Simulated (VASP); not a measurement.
Wanted: the native input for a VASP 6.6.1 run.

```yaml
Task: single point
Functional: PBEsol
Potentials_or_basis: VASP PAW PBE potentials, release 64 (Ti_sv)
Cutoff: 500 eV
k_mesh: 14 × 14 × 5
Occupations: gaussian, width 0.15 eV
Spin: no spin polarisation
Dipole_correction: no
Further_INCAR_settings: ALGO = Normal; EDIFF = 1e-06; NBANDS = 45
```

The structure of Ti lies in POSCAR:

```
Ti
1.0
   -3.2820000000      0.0000000000      0.0000000000
    0.0000000000     -3.2820000000      0.0000000000
    0.0000000000     -1.0940000000      9.8460000000
Ti
6
Direct
    0.5000000000      0.4722277778      0.0833166667
    0.0000000000     -0.3055500000      0.9166500000
    0.5000000000      0.3611166667      0.4166500000
    0.0000000000     -0.0833277778      0.2499833333
    0.5000000000      0.2500055556      0.7499833333
    0.0000000000     -0.1944388889      0.5833166667
```

This cell differs from its parent crystal: layers slid over each other.

The input as run:

INCAR

```
PREC     = Accurate       # precision mode
ENCUT    = 500            # plane-wave cutoff, eV
EDIFF    = 1E-6           # SCF threshold, eV
ISMEAR   = 0              # smearing method
SIGMA    = 0.15           # smearing width, eV
LREAL    = False          # projectors in reciprocal space
LASPH    = True           # aspherical terms in the spheres
NELM     = 120            # most SCF steps
ALGO     = Normal         # electronic algorithm
ISIF     = 2              # what is computed and relaxed
LWAVE    = False          # write WAVECAR
LCHARG   = True           # write CHGCAR
GGA      = PS             # functional
LELF     = True           # ELF
LVHAR    = True         
NBANDS   = 45             # bands
GGA_COMPAT= False
```

KPOINTS

```
regular mesh
0
Gamma
  14 14 5
```

Potentials or basis: VASP PAW PBE potentials, release 64 (Ti_sv).

Launch:

```console
$ cat potpaw_PBE.64/Ti_sv/POTCAR > POTCAR
$ mpirun -np 1 vasp_std > vasp.out
```

It gave:

```
Pressure               : -6.0 GPa
Largest force          : 1.672 eV/Å
Band gap on the k mesh : zero (bands 36 and 37 overlap by 1.25 eV)
```

Caveat: the cell differs from its parent crystal (layers slid over each other); the cell stands under tension; the PAW data sets were made with another functional, which shifts forces and pressure a little.

Wall time 30 min on 1 thread of Intel Xeon 8259CL, with other jobs on the host, peak memory 0.85 GiB.
